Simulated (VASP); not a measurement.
PbS:

```xyz
2
Lattice="3.6351 0.0000 0.0000 0.0000 3.6351 0.0000 0.0000 0.0000 3.6351" Properties=species:S:1:pos:R:3 pbc="T T T"
Pb    0.0000    0.0000    0.0000
S     1.8176    1.8176    1.8176
```

Base run:

- Program: VASP 6.6.1
- Functional: PBE
- Potentials or basis: VASP PAW PBE potentials, release 64 (Pb_d, S)
- Cutoff: 520 eV
- k mesh: 8 × 8 × 8
- Occupations: fermi-dirac, width 0.02 eV
- Spin: no spin polarisation

Its results: band gap on the k mesh zero (band 10 reaches 6.23 eV, above the bottom of band 11 at 5.79 eV); pressure 0.6 GPa.

Question: The run is repeated on the same cell with these changes: functional from PBE to r2SCAN. What comes out?

Answer: Band gap on the k mesh zero (band 10 reaches 6.11 eV, above the bottom of band 11 at 5.86 eV); pressure 0.1 GPa.

Caveats: spin-orbit coupling is left out, which moves the levels of the heavy elements; the PAW data sets were made with another functional, which shifts forces and pressure a little (some runs).
